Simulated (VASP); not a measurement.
# C (Pm-3n) in VASP: a series of runs

C is run at these levels: PBEsol; tasks: single point, relaxation of cell and atoms.

Program: VASP 6.6.1. These are calculated values, not measurements. Logs are shortened: lines on timing, memory, paths and dates and some standing lists are left out, and cuts for length are marked.

## (1) The cell of the first run

It takes space group Pm-3n (No. 223, cubic). Conventional cell: a = 3.818 Å, b = 3.818 Å, c = 3.818 Å, α = 90.00°, β = 90.00°, γ = 90.00°. Within 2.8 Å of C (site symmetry m-3) lie 12 C at 2.13 Å. C (site symmetry -4m2) has 14 C at 1.91 to 2.34 Å within 2.5 Å.

## (2) Single point, PBEsol

INCAR

```
SYSTEM = C
  PREC = Accurate
  ENCUT = 520
  EDIFF = 1E-6
  ISMEAR = -1
  SIGMA = 0.1
  LREAL = .False.
  LASPH = .True.
  NELM = 60
  ALGO = Normal
  ISIF = 2
  LWAVE = .False.
  LCHARG = .False.
  GGA = PS
  NBANDS = 26
```

KPOINTS

```
Automatic mesh
0
Gamma
  7 7 7
  0 0 0
```

POSCAR

```
C
1.0
    3.8178245176      0.0000000000      0.0000000000
    0.0000000000      3.8178245176      0.0000000000
    0.0000000000      0.0000000000      3.8178245176
C
8
Direct
    0.0000000000      0.0000000000      0.0000000000
    0.5000000000      0.5000000000      0.5000000000
    0.2500000000      1.0000000000      0.5000000000
    0.7500000000      0.0000000000      0.5000000000
    0.5000000000      0.2500000000      0.0000000000
    0.5000000000      0.7500000000      1.0000000000
    1.0000000000      0.5000000000      0.2500000000
    1.0000000000      0.5000000000      0.7500000000
```

Potentials or basis: VASP PAW PBE potentials, release 64 (C).

The run is started by

```bash
$ cat potpaw_PBE.64/C/POTCAR > POTCAR
$ mpirun -np 1 vasp_std > vasp.out
```

OUTCAR:

```text
SYSTEM = C
   PREC = Accurate
   ENCUT = 520
   EDIFF = 1E-6
   ISMEAR = -1
   LREAL = .False.
   LASPH = .True.
   NELM = 60
   ISIF = 2
   GGA = PS

 ion  position               nearest neighbor table
   1  0.000  0.000  0.000-
   2  0.500  0.500  0.500-
   3  0.250  0.000  0.500-   4 1.91   4 1.91
   4  0.750  0.000  0.500-   3 1.91   3 1.91
   5  0.500  0.250  0.000-   6 1.91   6 1.91
   6  0.500  0.750  0.000-   5 1.91   5 1.91
   7  0.000  0.500  0.250-   8 1.91   8 1.91
   8  0.000  0.500  0.750-   7 1.91   7 1.91

  LATTYP: Found a simple cubic cell.
 ALAT       =     3.8178245176

  Lattice vectors:

 A1 = (   3.8178245176,   0.0000000000,   0.0000000000)
 A2 = (   0.0000000000,   3.8178245176,   0.0000000000)
 A3 = (   0.0000000000,   0.0000000000,   3.8178245176)

Analysis of symmetry for initial positions (statically):
=====================================================================
 Subroutine PRICEL returns:
 Original cell was already a primitive cell.

 Routine SETGRP: Setting up the symmetry group for a
 simple cubic supercell.

 Subroutine GETGRP returns: Found 48 space group operations
 (whereof 24 operations were pure point group operations)
 out of a pool of 48 trial point group operations.

The static configuration has the point symmetry T_h .
 The point group associated with its full space group is O_h .

Analysis of symmetry for dynamics (positions and initial velocities):
=====================================================================
 Subroutine PRICEL returns:
 Original cell was already a primitive cell.

 Routine SETGRP: Setting up the symmetry group for a
 simple cubic supercell.

 Subroutine GETGRP returns: Found 48 space group operations
 (whereof 24 operations were pure point group operations)
 out of a pool of 48 trial point group operations.

The dynamic configuration has the point symmetry T_h .
 The point group associated with its full space group is O_h .

 Subroutine INISYM returns: Found 48 space group operations
 (whereof 24 operations are pure point group operations),
 and found     1 'primitive' translations

----------------------------------------------------------------------------------------

                                     Primitive cell

  volume of cell :      55.6478

  direct lattice vectors                    reciprocal lattice vectors
     3.817824518  0.000000000  0.000000000     0.261929273  0.000000000  0.000000000
     0.000000000  3.817824518  0.000000000     0.000000000  0.261929273  0.000000000
     0.000000000  0.000000000  3.817824518     0.000000000  0.000000000  0.261929273

  length of vectors
     3.817824518  3.817824518  3.817824518     0.261929273  0.261929273  0.261929273

  position of ions in fractional coordinates (direct lattice)
     0.000000000  0.000000000  0.000000000
     0.500000000  0.500000000  0.500000000
     0.250000000  0.000000000  0.500000000
     0.750000000  0.000000000  0.500000000
     0.500000000  0.250000000  0.000000000
     0.500000000  0.750000000  0.000000000
     0.000000000  0.500000000  0.250000000
     0.000000000  0.500000000  0.750000000

  ion indices of the primitive-cell ions
   primitive index   ion index
                 1           1
                 2           2
                 3           3
                 4           4
                 5           5
                 6           6
                 7           7
                 8           8

----------------------------------------------------------------------------------------

 KPOINTS: Automatic mesh

Automatic generation of k-mesh.
 Grid dimensions read from file:
 generate k-points for:    7    7    7

 Generating k-lattice:

  Cartesian coordinates                     Fractional coordinates (reciprocal lattice)
     0.037418468  0.000000000  0.000000000     0.142857143  0.000000000  0.000000000
     0.000000000  0.037418468  0.000000000     0.000000000  0.142857143  0.000000000
     0.000000000  0.000000000  0.037418468     0.000000000  0.000000000  0.142857143

  Length of vectors
     0.037418468  0.037418468  0.037418468

  Shift w.r.t. Gamma in fractional coordinates (k-lattice)
     0.000000000  0.000000000  0.000000000

 Subroutine IBZKPT returns following result:
 ===========================================

 Found     20 irreducible k-points:

 Following reciprocal coordinates:
            Coordinates               Weight
  0.000000  0.000000  0.000000      1.000000
  0.142857  0.000000  0.000000      6.000000
  0.285714  0.000000  0.000000      6.000000
  0.428571  0.000000  0.000000      6.000000
  0.142857  0.142857  0.000000     12.000000
  0.285714  0.142857  0.000000     24.000000
[... 12 lines left out ...]
  0.428571  0.428571  0.285714     24.000000
  0.428571  0.428571  0.428571      8.000000
   k-points           NKPTS =     20   k-points in BZ     NKDIM =     20   number of bands    NBANDS=     26
   number of dos      NEDOS =    301   number of ions     NIONS =      8
   total plane-waves  NPLWV =  21952
   dimension x,y,z NGX =    28 NGY =   28 NGZ =   28
   dimension x,y,z NGXF=    56 NGYF=   56 NGZF=   56
   ions per type =               8
   NGX,Y,Z   is equivalent  to a cutoff of  12.19, 12.19, 12.19 a.u.
   NGXF,Y,Z  is equivalent  to a cutoff of  24.39, 24.39, 24.39 a.u.
 SYSTEM =  C
   PREC   = accura    normal or accurate (medium, high low for compatibility)
   ISTART =      0    job   : 0-new  1-cont  2-samecut
   ICHARG =      2    charge: 1-file 2-atom 10-const
   ISPIN  =      1    spin polarized calculation?
   LNONCOLLINEAR =      F non collinear calculations
   LSORBIT =      F    spin-orbit coupling
   LASPH  =      T    aspherical Exc in radial PAW
   ENCUT  =  520.0 eV  38.22 Ry    6.18 a.u.   7.10  7.10  7.10*2*pi/ulx,y,z
   NELM   =     60;   NELMIN=  2; NELMDL= -5     # of ELM steps
   EDIFF  = 0.1E-05   stopping-criterion for ELM
   LREAL  =      F    real-space projection
   EDIFFG = 0.1E-04   stopping-criterion for IOM
   NSW    =      0    number of steps for IOM
   IBRION =     -1    ionic relax: 0-MD 1-quasi-New 2-CG
   NFREE  =      0    steps in history (QN), initial steepest desc. (CG)
   ISIF   =      2    stress and relaxation
   ISYM   =      2    0-nonsym 1-usesym 2-fastsym
   POTIM  = 0.5000    time-step for ionic-motion
   TEBEG  =    0.0;   TEEND  =   0.0 temperature during run
   PSTRESS=    0.0 pullay stress
   NELECT =      32.0000    total number of electrons
   NUPDOWN=      -1.0000    fix difference up-down
   EMIN   =  10.00;   EMAX   =-10.00  energy-range for DOS
   EFERMI =   0.00;   METHOD = LEGACY
   ISMEAR =    -1;   SIGMA  =   0.10  broadening in eV -4-tet -1-fermi 0-gaus
   EFERMI_NEDOS =   21; number of points for ismear=-14 and -15
   IALGO  =     38    algorithm
   IMIX   =      4    mixing-type and parameters
     AMIX     =   0.40;   BMIX     =  1.00
     AMIX_MAG =   1.60;   BMIX_MAG =  1.00
  volume/ion in A,a.u.               =       6.96        46.94
  Fermi-wavevector in a.u.,A,eV,Ry     =   1.361368  2.572612 25.215987  1.853323
  Thomas-Fermi vector in A             =   2.487950
   LORBIT       =      0    0 simple, 1 ext, 2 COOP (PROOUT), +10 PAW based schemes
   GGA     = PS    functional components
   LHFCALC =     F    Hartree Fock is set to
   AEXX    =    0.0000 exact exchange contribution
   IVDW    =     0    specifies the selected vdW correction
   LEPSILON=     F    determine dielectric tensor
   LRPA    =     F    only Hartree local field effects (RPA)
 non-spin polarized calculation
  energy-cutoff  :      520.00
  volume of cell :       55.65
 maximum number of plane-waves:      1511
   NGX = 15   NGY = 15   NGZ = 15

 number of electron      31.9999999 magnetization

 Free energy of the ion-electron system (eV)
  ---------------------------------------------------
  ext. energy  EPLUGINS =         0.00000000
  ---------------------------------------------------
  free energy    TOTEN  =       -41.71586262 eV

  energy without entropy =      -41.63000275  energy(sigma->0) =      -41.67293269

 E-fermi :   8.3042     XC(G=0): -13.0177

 val. band max:        8.2745320560   @ k =   0.4286   0.2857   0.2857
 cond. band min:       8.3791141452   @ k =   0.1429   0.0000   0.0000
 fundamental gap:      0.1045820892
 Fermi energy:         8.3042457556

 k-point     1 :       0.0000    0.0000    0.0000
  band No.  band energies     occupation
      1     -11.2102      2.00000
      2      -3.3377      2.00000
      3      -3.3377      2.00000
      4      -3.2925      2.00000
      5      -2.0728      2.00000
      6      -2.0728      2.00000
[... 18 lines left out ...]
     25      12.6914      0.00000
     26      12.6914      0.00000

 k-point     2 :       0.1429    0.0000    0.0000
  band No.  band energies     occupation
      1     -11.0341      2.00000
      2      -4.9945      2.00000
      3      -3.1824      2.00000
      4      -3.1495      2.00000
      5      -1.8975      2.00000
      6      -1.8975      2.00000
[... 18 lines left out ...]
     25      13.4371      0.00000
     26      13.4582      0.00000

 k-point     3 :       0.2857    0.0000    0.0000
  band No.  band energies     occupation
      1     -10.5066      2.00000
      2      -6.8543      2.00000
      3      -2.7188      2.00000
      4      -2.6773      2.00000
      5      -1.3741      2.00000
      6      -1.3741      2.00000
[... 456 lines left out ...]
 k-point    19 :       0.4286    0.4286    0.2857
  band No.  band energies     occupation
      1      -7.3735      2.00000
      2      -6.1917      2.00000
      3      -6.1538      2.00000
      4      -4.9856      2.00000
      5      -3.8156      2.00000
      6      -2.7321      2.00000
[... 18 lines left out ...]
     25      11.7104      0.00000
     26      11.9845      0.00000

 k-point    20 :       0.4286    0.4286    0.4286
  band No.  band energies     occupation
      1      -6.5155      2.00000
      2      -5.3504      2.00000
      3      -5.3504      2.00000
      4      -5.2699      2.00000
      5      -4.1881      2.00000
      6      -4.1881      2.00000
[... 18 lines left out ...]
     25      11.2316      0.00000
     26      11.5977      0.00000

------------------------ aborting loop because EDIFF is reached ----------------------------------------

  FORCE on cell =-STRESS in cart. coord.  units (eV):
  Direction    XX          YY          ZZ          XY          YZ          ZX
  --------------------------------------------------------------------------------------
  -------------------------------------------------------------------------------------
  Total        0.0980967      0.0980967      0.0980967     -0.0000000      0.0000000      0.0000000
  in kB        2.8243394      2.8243394      2.8243394     -0.0000000      0.0000000      0.0000000
  external PRESSURE =       2.8243394 kB  Pullay stress =       0.0000000 kB

 VOLUME and BASIS-vectors are now :
 -----------------------------------------------------------------------------
  energy-cutoff  :      520.00
  volume of cell :       55.65
      direct lattice vectors                 reciprocal lattice vectors
     3.817824518  0.000000000  0.000000000     0.261929273  0.000000000  0.000000000
     0.000000000  3.817824518  0.000000000     0.000000000  0.261929273  0.000000000
     0.000000000  0.000000000  3.817824518     0.000000000  0.000000000  0.261929273

 POSITION                                       TOTAL-FORCE (eV/Angst)
 -----------------------------------------------------------------------------------
      0.00000      0.00000      0.00000         0.000000     -0.000000      0.000000
      1.90891      1.90891      1.90891         0.000000     -0.000000      0.000000
      0.95446      0.00000      1.90891        -0.000000      0.000000     -0.000000
      2.86337      0.00000      1.90891         0.000000      0.000000      0.000000
      1.90891      0.95446      0.00000         0.000000     -0.000000      0.000000
      1.90891      2.86337      0.00000        -0.000000      0.000000     -0.000000
      0.00000      1.90891      0.95446        -0.000000     -0.000000     -0.000000
      0.00000      1.90891      2.86337        -0.000000      0.000000      0.000000
 -----------------------------------------------------------------------------------
    total drift:                                0.000000      0.000000      0.000000

  FREE ENERGIE OF THE ION-ELECTRON SYSTEM (eV)
  ---------------------------------------------------
  free  energy   TOTEN  =       -41.7158626209 eV

  energy  without entropy=      -41.6300027498  energy(sigma->0) =      -41.67293269
```

Wall time 32 s (1 thread of Intel Xeon 8259CL, shared host); peak memory 0.16 GiB.

Results:

- Free energy: -41.7159 eV
- Pressure: 0.3 GPa
- Band gap on the k mesh: zero (bands 16 and 17 overlap by 2.38 eV)

Levels at points of the mesh, in eV from the Fermi level:
| k point | band 12 | band 13 | band 14 | band 15 | band 16 | band 17 | band 18 | band 19 | band 20 | band 21 |
| --- | --- | --- | --- | --- | --- | --- | --- | --- | --- | --- |
| (0.00, 0.00, 0.00) | -3.50 | -3.50 | -2.90 | -2.90 | -2.90 | -1.20 | -1.20 | -1.20 | -0.46 | 2.95 |

Caveat: the PAW data sets were made with another functional, which shifts forces and pressure a little.

## (3) Single point, PBEsol

INCAR

```
SYSTEM = C
ALGO = Normal
EDIFF = 1E-6
ENCUT = 520
GGA = PS
ISIF = 2
ISMEAR = -1
LASPH = .TRUE.
LCHARG = .FALSE.
LREAL = .FALSE.
LWAVE = .FALSE.
NBANDS = 26
NELM = 80
PREC = Accurate
SIGMA = 0.1
```

KPOINTS

```
k-points
0
G
  9 9 9
  0 0 0
```

POSCAR is that of step 2.

Potentials or basis: VASP PAW PBE potentials, release 64 (C).

The run is started by

```bash
$ cat potpaw_PBE.64/C/POTCAR > POTCAR
$ mpirun -np 1 vasp_std > vasp.out
```

It took 48 s on 1 thread of Intel Xeon 8259CL, shared host; peak memory 0.17 GiB.

The run converged. Its results:

```
Free energy            : -41.6689 eV
Pressure               : 0.4 GPa
Band gap on the k mesh : zero (bands 16 and 17 overlap by 2.70 eV)
```

Levels at points of the mesh, in eV from the Fermi level:
| k point | band 14 | band 15 | band 16 | band 17 | band 18 | band 19 |
| --- | --- | --- | --- | --- | --- | --- |
| (0.00, 0.00, 0.00) | -2.86 | -2.86 | -2.86 | -1.16 | -1.16 | -1.16 |

Caveat: the PAW data sets were made with another functional, which shifts forces and pressure a little.

(Continued in part 2 of 2.)
